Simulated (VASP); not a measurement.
# C (P1) in VASP: single point with r2SCAN

Aim: the single point of C with r2SCAN.

Program: VASP 6.6.1. These are calculated values, not measurements. Logs are shortened: lines on timing, memory, paths and dates and some standing lists are left out, and cuts for length are marked.

## Step 1: The cell of the first run

The typed cell holds 8 atoms: a = 2.641 Å, b = 2.480 Å, c = 8.406 Å, α = 88.31°, β = 95.51°, γ = 121.90°.

## Step 2: Single point, r2SCAN (atoms moved at random and the cell strained at random)

POSCAR reads:

```
C
1.0
    2.6377560623      0.0051567235     -0.1252944022
   -1.3144121776      2.1030465616      0.0352207366
   -0.4092078006     -0.1034311685      8.3951023622
C
8
Direct
   -0.0144548158      0.0088304595      0.0898764641
   -0.0125646132      0.0084779834      0.6090079027
   -0.0220384333     -0.0256739981      0.4165916345
    0.0509724189      0.0266254581      0.9106051368
    0.3093601769      0.6740181141      0.1579461091
    0.6832008142      0.3590663846      0.6467580612
    0.3138260238      0.6160715620      0.3384288833
    0.6916984286      0.3325840364      0.8307858083
```

INCAR.step1 reads:

```
PREC = Accurate
ENCUT = 520
ISMEAR = 0
SIGMA = 0.05
LREAL = F
LASPH = T
NELM = 60
NBANDS = 26
GGA = PE
ALGO = Normal
EDIFF = 1E-4
LWAVE = T
LCHARG = F
```

INCAR.step2 reads:

```
PREC = Accurate
ENCUT = 520
EDIFF = 1E-7
ISMEAR = 0
SIGMA = 0.05
LREAL = F
LASPH = T
NELM = 60
ALGO = Normal
ISIF = 2
LWAVE = F
LCHARG = T
METAGGA = R2SCAN
LMIXTAU = T
LELF = T
LVHAR = T
NBANDS = 26
ISTART = 1
```

KPOINTS reads:

```
regular mesh
0
Gamma
  12 12 4
```

Potentials or basis: VASP PAW PBE potentials, release 64 (C).

On the command line:

```sh
$ cat potpaw_PBE.64/C/POTCAR > POTCAR
$ cp INCAR.step1 INCAR
$ mpirun -np 1 vasp_std > vasp.out
$ cp INCAR.step2 INCAR
$ mpirun -np 1 vasp_std > vasp.out
```

OUTCAR:

```text
PREC = Accurate
   ENCUT = 520
   EDIFF = 1E-7
   ISMEAR = 0
   LREAL = F
   LASPH = T
   NELM = 60
   ISIF = 2
   METAGGA = R2SCAN
   ISTART = 1

 ion  position               nearest neighbor table
   1  0.986  0.009  0.090-   5 1.50   4 1.53   5 1.54   5 1.68
   2  0.987  0.008  0.609-   6 1.41   6 1.52   6 1.56   3 1.62
   3  0.978  0.974  0.417-   7 1.52   7 1.57   2 1.62   7 1.73
   4  0.051  0.027  0.911-   1 1.53   8 1.59   8 1.59   8 1.65
   5  0.309  0.674  0.158-   1 1.50   7 1.52   1 1.54   1 1.68
   6  0.683  0.359  0.647-   2 1.41   2 1.52   8 1.54   2 1.56
   7  0.314  0.616  0.338-   5 1.52   3 1.52   3 1.57   3 1.73
   8  0.692  0.333  0.831-   6 1.54   4 1.59   4 1.59   4 1.65

  LATTYP: Found a triclinic cell.
 ALAT       =     2.6407351861
 B/A-ratio  =     0.9392335430
 C/A-ratio  =     3.1830931042
 COS(alpha) =     0.0295480215
 COS(beta)  =     0.0960381885
 COS(gamma) =     0.5283679799

  Lattice vectors:

 A1 = (   2.6377560623,   0.0051567235,  -0.1252944022)
 A2 = (   1.3144121776,  -2.1030465616,  -0.0352207366)
 A3 = (   0.4092078006,   0.1034311685,  -8.3951023622)

Analysis of symmetry for initial positions (statically):
=====================================================================
 Subroutine PRICEL returns:
 Original cell was already a primitive cell.

 Routine SETGRP: Setting up the symmetry group for a
 triclinic supercell.

 Subroutine GETGRP returns: Found  1 space group operations
 (whereof  1 operations were pure point group operations)
 out of a pool of  2 trial point group operations.

The static configuration has the point symmetry C_1 .

Analysis of symmetry for dynamics (positions and initial velocities):
=====================================================================
 Subroutine PRICEL returns:
 Original cell was already a primitive cell.

 Routine SETGRP: Setting up the symmetry group for a
 triclinic supercell.

 Subroutine GETGRP returns: Found  1 space group operations
 (whereof  1 operations were pure point group operations)
 out of a pool of  2 trial point group operations.

The dynamic configuration has the point symmetry C_1 .

 Subroutine INISYM returns: Found  1 space group operations
 (whereof  1 operations are pure point group operations),
 and found     1 'primitive' translations

----------------------------------------------------------------------------------------

                                     Primitive cell

  volume of cell :      46.5119

  direct lattice vectors                    reciprocal lattice vectors
     2.637756062  0.005156723 -0.125294402     0.379664629  0.236933031  0.021425348
    -1.314412178  2.103046562  0.035220737    -0.000652131  0.474995586  0.005820357
    -0.409207801 -0.103431169  8.395102362     0.005669117  0.001543363  0.119412419

  length of vectors
     2.640735186  2.480267065  8.405705961     0.448041893  0.475031692  0.119556876

  position of ions in fractional coordinates (direct lattice)
     0.985545184  0.008830459  0.089876464
     0.987435387  0.008477983  0.609007903
     0.977961567  0.974326002  0.416591635
     0.050972419  0.026625458  0.910605137
     0.309360177  0.674018114  0.157946109
     0.683200814  0.359066385  0.646758061
     0.313826024  0.616071562  0.338428883
     0.691698429  0.332584036  0.830785808

  ion indices of the primitive-cell ions
   primitive index   ion index
                 1           1
                 2           2
                 3           3
                 4           4
                 5           5
                 6           6
                 7           7
                 8           8

----------------------------------------------------------------------------------------

 KPOINTS: regular mesh

Automatic generation of k-mesh.
 Grid dimensions read from file:
 generate k-points for:   12   12    4

 Generating k-lattice:

  Cartesian coordinates                     Fractional coordinates (reciprocal lattice)
     0.031638719  0.019744419  0.001785446     0.083333333  0.000000000  0.000000000
    -0.000054344  0.039582965  0.000485030    -0.000000000  0.083333333  0.000000000
     0.001417279  0.000385841  0.029853105    -0.000000000  0.000000000  0.250000000

  Length of vectors
     0.037336824  0.039585974  0.029889219

  Shift w.r.t. Gamma in fractional coordinates (k-lattice)
     0.000000000  0.000000000  0.000000000

 Subroutine IBZKPT returns following result:
 ===========================================

 Found    292 irreducible k-points:

 Following reciprocal coordinates:
            Coordinates               Weight
  0.000000  0.000000  0.000000      1.000000
  0.083333  0.000000  0.000000      2.000000
  0.166667  0.000000  0.000000      2.000000
  0.250000  0.000000 -0.000000      2.000000
  0.333333  0.000000 -0.000000      2.000000
  0.416667  0.000000  0.000000      2.000000
[... 16 lines left out ...]
  0.250000  0.166667 -0.000000      2.000000
  0.333333  0.166667 -0.000000      2.000000
 [... further k-points ...]
   k-points           NKPTS =    292   k-points in BZ     NKDIM =    292   number of bands    NBANDS=     26
   number of dos      NEDOS =    301   number of ions     NIONS =      8
   total plane-waves  NPLWV =  23040
   dimension x,y,z NGX =    20 NGY =   18 NGZ =   64
   dimension x,y,z NGXF=    40 NGYF=   36 NGZF=  128
   ions per type =               8
   NGX,Y,Z   is equivalent  to a cutoff of  12.59, 12.06, 12.66 a.u.
   NGXF,Y,Z  is equivalent  to a cutoff of  25.18, 24.13, 25.32 a.u.
 SYSTEM =  unknown system
   PREC   = accura    normal or accurate (medium, high low for compatibility)
   ISTART =      1    job   : 0-new  1-cont  2-samecut
   ICHARG =      0    charge: 1-file 2-atom 10-const
   ISPIN  =      1    spin polarized calculation?
   LNONCOLLINEAR =      F non collinear calculations
   LSORBIT =      F    spin-orbit coupling
   LASPH  =      T    aspherical Exc in radial PAW
   ENCUT  =  520.0 eV  38.22 Ry    6.18 a.u.   4.91  4.61 15.63*2*pi/ulx,y,z
   NELM   =     60;   NELMIN=  2; NELMDL=  0     # of ELM steps
   EDIFF  = 0.1E-06   stopping-criterion for ELM
   LREAL  =      F    real-space projection
   EDIFFG = 0.1E-05   stopping-criterion for IOM
   NSW    =      0    number of steps for IOM
   IBRION =     -1    ionic relax: 0-MD 1-quasi-New 2-CG
   NFREE  =      0    steps in history (QN), initial steepest desc. (CG)
   ISIF   =      2    stress and relaxation
   ISYM   =      2    0-nonsym 1-usesym 2-fastsym
   POTIM  = 0.5000    time-step for ionic-motion
   TEBEG  =    0.0;   TEEND  =   0.0 temperature during run
   PSTRESS=    0.0 pullay stress
   NELECT =      32.0000    total number of electrons
   NUPDOWN=      -1.0000    fix difference up-down
   EMIN   =  10.00;   EMAX   =-10.00  energy-range for DOS
   EFERMI =   0.00;   METHOD = LEGACY
   ISMEAR =     0;   SIGMA  =   0.05  broadening in eV -4-tet -1-fermi 0-gaus
   EFERMI_NEDOS =   21; number of points for ismear=-14 and -15
   IALGO  =     38    algorithm
   IMIX   =      4    mixing-type and parameters
     AMIX     =   0.40;   BMIX     =  1.00
     AMIX_MAG =   1.60;   BMIX_MAG =  1.00
  volume/ion in A,a.u.               =       5.81        39.23
  Fermi-wavevector in a.u.,A,eV,Ry     =   1.445229  2.731087 28.418315  2.088687
  Thomas-Fermi vector in A             =   2.563435
   LORBIT       =      0    0 simple, 1 ext, 2 COOP (PROOUT), +10 PAW based schemes
   METAGGA = R2SCAN    functional components
   LHFCALC =     F    Hartree Fock is set to
   AEXX    =    0.0000 exact exchange contribution
   IVDW    =     0    specifies the selected vdW correction
   LEPSILON=     F    determine dielectric tensor
   LRPA    =     F    only Hartree local field effects (RPA)
 non-spin polarized calculation
 Gauss-broadening in eV      SIGMA  =   0.05
  energy-cutoff  :      520.00
  volume of cell :       46.51
 maximum number of plane-waves:      1269
   NGX =  9   NGY =  9   NGZ = 31

 number of electron      32.0000000 magnetization

 Free energy of the ion-electron system (eV)
  ---------------------------------------------------
  ext. energy  EPLUGINS =         0.00000000
  ---------------------------------------------------
  free energy    TOTEN  =       -75.48615864 eV

  energy without entropy =      -75.48615864  energy(sigma->0) =      -75.48615864

 E-fermi :  10.7729     XC(G=0): -14.1386

 val. band max:       10.5724765113   @ k =   0.0000   0.0000   0.0000
 cond. band min:      12.3118589779   @ k =  -0.0000   0.5000  -0.0000
 fundamental gap:      1.7393824666
 Fermi energy:        10.7728777163

 k-point     1 :       0.0000    0.0000    0.0000
  band No.  band energies     occupation
      1     -13.3163      2.00000
      2     -11.7238      2.00000
      3     -10.7096      2.00000
      4      -7.1065      2.00000
      5      -4.6603      2.00000
      6       1.6258      2.00000
[... 18 lines left out ...]
     25      18.2484      0.00000
     26      18.8460      0.00000

 k-point     2 :       0.0833    0.0000    0.0000
  band No.  band energies     occupation
      1     -13.1490      2.00000
      2     -11.5683      2.00000
      3     -10.5314      2.00000
      4      -6.9679      2.00000
      5      -4.4948      2.00000
      6       1.6656      2.00000
[... 18 lines left out ...]
     25      18.8687      0.00000
     26      19.1970      0.00000

 k-point     3 :       0.1667    0.0000    0.0000
  band No.  band energies     occupation
      1     -12.6497      2.00000
      2     -11.1037      2.00000
      3     -10.0015      2.00000
      4      -6.5533      2.00000
      5      -4.0180      2.00000
      6       1.7305      2.00000
[... 18 lines left out ...]
     25      19.8001      0.00000
     26      20.3226      0.00000

 k-point     4 :       0.2500    0.0000   -0.0000
  band No.  band energies     occupation
      1     -11.8282      2.00000
      2     -10.3399      2.00000
      3      -9.1363      2.00000
      4      -5.8721      2.00000
      5      -3.3280      2.00000
      6       0.2364      2.00000
[... 18 lines left out ...]
     25      20.4763      0.00000
     26      21.1817      0.00000

 k-point     5 :       0.3333    0.0000   -0.0000
  band No.  band energies     occupation
      1     -10.7100      2.00000
      2      -9.3108      2.00000
      3      -7.9753      2.00000
      4      -4.9704      2.00000
      5      -3.1242      2.00000
      6      -1.5254      2.00000
[... 18 lines left out ...]
     25      20.9192      0.00000
     26      21.7624      0.00000

 k-point     6 :       0.4167    0.0000    0.0000
  band No.  band energies     occupation
      1      -9.3810      2.00000
      2      -8.1522      2.00000
      3      -6.6910      2.00000
      4      -4.6025      2.00000
      5      -4.0898      2.00000
      6      -2.9317      2.00000
[... 427 lines left out ...]
 k-point    21 :       0.0833    0.1667    0.0000
  band No.  band energies     occupation
      1     -12.0204      2.00000
      2     -10.4675      2.00000
      3      -9.3820      2.00000
      4      -5.9429      2.00000
      5      -3.4973      2.00000
      6       1.3939      2.00000
[... 18 lines left out ...]
     25      20.2962      0.00000
     26      20.8265      0.00000

 k-point    22 :       0.1667    0.1667   -0.0000
  band No.  band energies     occupation
      1     -11.1635      2.00000
      2      -9.6658      2.00000
      3      -8.4895      2.00000
      4      -5.2163      2.00000
      5      -2.8903      2.00000
      6      -0.1543      2.00000
[... 18 lines left out ...]
     25      20.5054      0.00000
     26      20.7813      0.00000

 k-point    23 :       0.2500    0.1667   -0.0000
  band No.  band energies     occupation
      1     -10.0184      2.00000
      2      -8.6140      2.00000
      3      -7.3128      2.00000
      4      -4.2884      2.00000
      5      -3.1083      2.00000
      6      -1.3863      2.00000
[... 18 lines left out ...]
     25      20.5362      0.00000
     26      20.9254      0.00000

 k-point    24 :       0.3333    0.1667   -0.0000
  band No.  band energies     occupation
      1      -8.6928      2.00000
      2      -7.4854      2.00000
      3      -6.0903      2.00000
      4      -4.4799      2.00000
      5      -3.5517      2.00000
      6      -2.7842      2.00000
[... 18 lines left out ...]
     25      20.9798      0.00000
     26      21.3698      0.00000

 [... further k-points ...]

------------------------ aborting loop because EDIFF is reached ----------------------------------------

  FORCE on cell =-STRESS in cart. coord.  units (eV):
  Direction    XX          YY          ZZ          XY          YZ          ZX
  --------------------------------------------------------------------------------------
  -------------------------------------------------------------------------------------
  Total      -12.5882849     12.4207822     -3.5325510     -0.8283909      1.7448623     12.1628096
  in kB     -433.6234898    427.8535937   -121.6843366    -28.5352419     60.1045549    418.9673160
  external PRESSURE =     -42.4847442 kB  Pullay stress =       0.0000000 kB

 VOLUME and BASIS-vectors are now :
 -----------------------------------------------------------------------------
  energy-cutoff  :      520.00
  volume of cell :       46.51
      direct lattice vectors                 reciprocal lattice vectors
     2.637756062  0.005156723 -0.125294402     0.379664629  0.236933031  0.021425348
    -1.314412178  2.103046562  0.035220737    -0.000652131  0.474995586  0.005820357
    -0.409207801 -0.103431169  8.395102362     0.005669117  0.001543363  0.119412419

 POSITION                                       TOTAL-FORCE (eV/Angst)
 -----------------------------------------------------------------------------------
      2.55124      0.01436      0.63135         0.696370      0.057404      0.975472
      2.34426     -0.04007      4.98926         1.542015      2.141386     -7.840135
      1.12849      2.01101      3.40911         0.092490     -0.498673     -3.660978
     -0.27317     -0.03793      7.63917        -1.995091     -1.871095     -4.257339
     -0.13455      1.40275      1.31095         0.895615     -0.654451     -1.285109
      1.06550      0.69176      5.35665        -1.090899     -2.824728      5.686601
     -0.12046      1.26224      2.82352        -0.786420      1.869098      4.530243
      1.04742      0.61708      6.89958         0.645920      1.781060      5.851245
 -----------------------------------------------------------------------------------
    total drift:                                0.000007      0.000050     -0.001051

  FREE ENERGIE OF THE ION-ELECTRON SYSTEM (eV)
  ---------------------------------------------------
  free  energy   TOTEN  =       -75.4861586444 eV

  energy  without entropy=      -75.4861586444  energy(sigma->0) =      -75.48615864
```

It took 17 min on 1 thread of Intel Xeon Platinum 8259CL at 2.50GHz (Skylake/Cascade Lake), shared host; peak memory 0.33 GiB.

What came out:

```yaml
Free_energy: -75.4862 eV
Pressure: -4.2 GPa
Largest_force: 8.272 eV/Å
Band_gap_on_the_k_mesh: 1.74 eV (least direct gap 2.92 eV)
```

Forces on the atoms (eV/Å):
```
C    0.696  0.057  0.975
C    1.542  2.141 -7.840
C    0.092 -0.499 -3.661
C   -1.995 -1.871 -4.257
C    0.896 -0.654 -1.285
C   -1.091 -2.825  5.687
C   -0.786  1.869  4.530
C    0.646  1.781  5.851
```

Stress tensor (GPa, compression positive):
```
-43.36  -2.85  41.90
 -2.85  42.79   6.01
 41.90   6.01 -12.17
```

Levels at points of the mesh, in eV from the valence-band top:
```tsv
k point	band 13	band 14	band 15	band 16	band 17	band 18	band 19	band 20
(0.00, 0.00, 0.00)	-1.73	-1.06	-0.27	0.00	2.92	3.54	4.29	5.05
(0.50, 0.00, 0.00)	-6.09	-4.60	-4.07	-2.94	2.00	4.26	5.26	6.49
(0.00, 0.50, 0.00)	-6.23	-5.77	-4.90	-4.29	1.74	3.04	3.85	4.27
(0.50, 0.50, 0.00)	-5.84	-4.85	-4.30	-3.03	3.21	3.94	5.39	5.77
(0.00, 0.00, 0.50)	-1.68	-1.28	-0.63	-0.27	3.44	3.60	4.08	5.06
(0.50, 0.00, 0.50)	-6.25	-5.20	-3.81	-3.34	3.30	4.13	4.87	6.05
(0.00, 0.50, 0.50)	-6.70	-5.70	-5.20	-4.83	1.80	2.91	4.24	4.92
(0.50, 0.50, 0.50)	-5.98	-5.25	-4.00	-3.55	3.93	4.21	5.32	6.48
```

Caveat: the cell differs from its parent crystal (atoms moved at random and the cell strained at random); the stress differs along the axes, from -43 to 43 GPa; the PAW data sets were made with another functional, which shifts forces and pressure a little.
